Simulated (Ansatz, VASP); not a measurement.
**One calculation of Al3Au, two programs**

INCAR

```
PREC = Accurate ; ENCUT = 520
EDIFF = 1E-6 ; ISMEAR = -1
SIGMA = 0.05 ; LREAL = F
LASPH = T ; NELM = 60
ALGO = Fast ; ISIF = 2
LWAVE = F ; LCHARG = F
GGA = CA ; NBANDS = 18
```

KPOINTS

```
Automatic mesh
0
Gamma
  9 9 9
```

The input POSCAR:

```
Al3Au
1.0
   -2.0519851748      2.0519851748      4.1099824375
    2.0519851748     -2.0519851748      4.1099824375
    2.0519851748      2.0519851748     -4.1099824375
Au Al
1 3
Direct
    0.0000000000      0.0000000000      0.0000000000
    0.5000000000      0.5000000000      0.0000000000
    0.2500000000      0.7500000000      0.5000000000
    0.7500000000      0.2500000000      0.5000000000
```

File input.yaml:

```yaml
crystal:
  lattice:
    - [-2.0519851748, 2.0519851748, 4.1099824375]
    - [2.0519851748, -2.0519851748, 4.1099824375]
    - [2.0519851748, 2.0519851748, -4.1099824375]
  atoms:
    - { symbol: Au, position: [0.0, 0.0, 0.0] }
    - { symbol: Al, position: [0.5, 0.5, 0.0] }
    - { symbol: Al, position: [0.25, 0.75, 0.5] }
    - { symbol: Al, position: [0.75, 0.25, 0.5] }
kpoints:
  mp_grid: { grid: [9, 9, 9] }
scf:
  occupations: { method: fermi_dirac, width: 0.05 }
hamiltonian:
  xc: lda
  pseudopotentials: { kind: all_electron, lapw: { basis_error: 0.002 } }
output:
  forces: true
  stress: true
  eigenvalues: true
```

Change from the starting cell: volume scaled by 1.04.

Alike in both runs: task single point; functional LDA; k mesh 9 × 9 × 9; occupations fermi-dirac, width 0.05 eV; no spin polarisation.

```csv
,VASP,Ansatz
version,VASP 6.6.1,Ansatz 0.2.0
potentials or method,"VASP PAW LDA potentials, release 64 (Au, Al), cutoff 520 eV","all-electron LAPW, scalar-relativistic"
```

VASP gave:

* gap on the k mesh at the Fermi level (eV): none
* pressure (GPa): -7.8
* traceless stress, the component that is largest in VASP (GPa): -0.27

**Question.** Which values does Ansatz return?

**Answer.** gap on the k mesh at the Fermi level (eV): none; pressure (GPa): -7.9; traceless stress, the component that is largest in VASP (GPa): -0.26.

LDA's correlation is that of Perdew and Zunger in VASP and of Perdew and Wang (1992) in Ansatz. A gap of «none» marks a metal or a gap that the smearing closes. Ansatz ran all-electron here, and VASP with PAW potentials.

Neither program's run includes spin-orbit coupling.
